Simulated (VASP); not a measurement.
**W8C9: single point with PBE**

W8C9, a slab with vacuum:

```
W C
1.0
     5.71566    0.00000    0.00000
    -2.85783    4.94991    0.00000
     0.00000    0.00000   16.20780
W C
8 9
Direct
  0.00000 0.00000 0.06170
  0.00241 0.01081 0.24313
  0.00001 0.50001 0.06170
  0.00560 0.49888 0.25079
  0.49999 0.00000 0.06170
  0.49663 0.97976 0.24513
  0.50000 0.50001 0.06170
  0.50799 0.50623 0.22654
  0.32378 0.14467 0.15550
  0.38832 0.22107 0.31526
  0.35061 0.66648 0.13392
  0.37987 0.65260 0.32829
  0.82285 0.16734 0.15475
  0.84492 0.20215 0.32014
  0.83462 0.66823 0.14494
  0.80596 0.65490 0.31777
  0.52707 0.50340 0.34943
```

| Property | Result |
| --- | --- |
| Program | VASP 6.6.1 |
| Task | single point |
| Functional | PBE |
| Potentials or basis | VASP PAW PBE potentials, release 64 (W_sv, C) |
| Cutoff | 520 eV |
| k mesh | 3 × 3 × 1 |
| Occupations | fermi-dirac, width 0.05 eV |
| Spin | no spin polarisation |

The largest force is 3.062 eV/Å. The band gap on the k mesh is zero (band 74 reaches 1.20 eV, above the bottom of band 75 at 0.38 eV).

Forces on the atoms (eV/Å):
```
W    0.069  0.208  1.481
W    0.711 -1.041  0.661
W   -0.208 -0.332  1.036
W    0.130  1.058 -1.259
W   -0.066  0.855  0.954
W    0.093  2.286  0.739
W    1.291 -1.083 -2.556
W   -0.192  0.188 -2.336
C    0.017  0.374 -2.549
C   -0.960 -0.350  1.608
C   -1.867  0.039  2.314
C    0.011 -0.393 -0.781
C    0.912 -0.086 -1.400
C    0.335 -2.148 -0.027
C    0.738  0.333 -0.593
C   -0.275  0.231  0.918
C   -0.738 -0.138  1.791
```

Levels at points of the mesh, in eV from the Fermi level:
```tsv
k point	band 71	band 72	band 73	band 74	band 75	band 76	band 77	band 78
(0.00, 0.00, 0.00)	-0.11	0.37	0.55	0.61	0.71	0.78	1.06	1.77
```

Run time: 9 min on 1 thread of Intel(R) Xeon(R) Platinum 8559C (Emerald Rapids), on a shared host, peak memory 0.63 GiB.

Caveat: the k points lie up to 0.42 Å⁻¹ apart; spin-orbit coupling is left out, which moves the levels of the heavy elements.
